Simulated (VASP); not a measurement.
SnSe, 4 atoms in the cell. The cell holds a slab with vacuum, 4 atoms: a = 4.285 Å, b = 4.285 Å, c = 10.991 Å, α = 90.00°, β = 90.00°, γ = 90.00°.  This cell differs from its parent crystal: atom 3 (Se) moved +0.360 Å towards its neighbour atom 2 (Sn) at 3.033 Å.

| Item | Value |
| --- | --- |
| Program | VASP 6.6.1 |
| Task | single point |
| Functional | r2SCAN |
| Potentials or basis | VASP PAW PBE potentials, release 64 (Sn_d, Se) |
| Cutoff | 520 eV |
| k mesh | 6 × 6 × 4 |
| Occupations | gaussian, width 0.05 eV |
| Spin | no spin polarisation |
| Dipole correction | no |
| Further INCAR settings | ALGO = Normal; EDIFF = 1e-06; NBANDS = 28 |

Potentials or basis: VASP PAW PBE potentials, release 64 (Sn_d, Se).

The run is started by

```console
$ cat potpaw_PBE.64/Sn_d/POTCAR potpaw_PBE.64/Se/POTCAR > POTCAR
$ cp INCAR.step1 INCAR
$ mpirun -np 1 vasp_std > vasp.out
$ cp INCAR.step2 INCAR
$ mpirun -np 1 vasp_std > vasp.out
```

Hardware: 1 thread of Intel(R) Xeon(R) 6975P-C (Granite Rapids) (shared host).

Q: How long does it take, and how much memory?

A: It took 6.3 min on 1 thread of Intel(R) Xeon(R) 6975P-C (Granite Rapids), on a shared host, peak memory 0.47 GiB. Counts: k points 47.
